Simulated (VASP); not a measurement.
Write the native input for VASP 6.6.1 that does the following.

```
Task                   : relaxation of cell and atoms
Functional             : PBE
Potentials or basis    : VASP PAW PBE potentials, release 64 (Zr_sv, Ti_sv, N)
Cutoff                 : 600 eV
k mesh                 : 10 × 10 × 10
Occupations            : gaussian, width 0.1 eV
Spin                   : no spin polarisation
Dipole correction      : no
Further INCAR settings : ALGO = Normal; EDIFF = 1e-06; IBRION = 2; EDIFFG = -0.01; NSW = 100; ISIF = 3
```

The structure of ZrTi3N4 lies in POSCAR:

```
ZrTi3N4
1.0
    4.3558845308      0.0000000000      0.0000000000
    0.0000000000      4.3558845308      0.0000000000
    0.0000000000      0.0000000000      4.3558845308
Zr Ti N
1 3 4
Direct
    0.5000000000      0.5000000000      0.5000000000
    0.0000000000      0.0000000000      0.5000000000
    0.5000000000      0.0000000000      0.0000000000
    0.0000000000      0.5000000000      0.0000000000
    0.5000000000      0.5000000000      0.0000000000
    0.0000000000      0.5000000000      0.5000000000
    0.5000000000      0.0000000000      0.5000000000
    0.0000000000      0.0000000000      0.0000000000
```

One way to write it, as run:

INCAR

```
SYSTEM = ZrTi3N4
PREC = Accurate
ENCUT = 600
EDIFF = 1E-6
ISMEAR = 0
SIGMA = 0.1
LREAL = .FALSE.
LASPH = .TRUE.
NELM = 100
ALGO = Normal
ISIF = 3
LWAVE = .FALSE.
LCHARG = .FALSE.
GGA = PE
IBRION = 2
NSW = 100
EDIFFG = -0.01
```

KPOINTS

```
Automatic mesh
0
G
  10 10 10
  0 0 0
```

Potentials or basis: VASP PAW PBE potentials, release 64 (Zr_sv, Ti_sv, N).

Launch:

```console
$ cat potpaw_PBE.64/Zr_sv/POTCAR potpaw_PBE.64/Ti_sv/POTCAR potpaw_PBE.64/N/POTCAR > POTCAR
$ mpirun -np 1 vasp_std > vasp.out
```

Results of the run:

```
Relaxed volume                        : 10.34 Å³/atom
Relaxed cell                          : a = 4.358 Å, b = 4.358 Å, c = 4.358 Å, α = 90.00°, β = 90.00°, γ = 90.00°
Space group after relaxing (to 0.1 Å) : Pm-3m (No. 221)
Energy gained by relaxing             : 0.0 meV/atom
Ionic steps                           : 3
Pressure after relaxing               : 0.0 GPa
Band gap on the k mesh                : zero (bands 34 and 35 overlap by 3.73 eV)
```

Wall time 4.2 min on 1 thread of Intel(R) Xeon(R) 6975P-C (Granite Rapids), with other jobs on the host, peak memory 0.35 GiB.
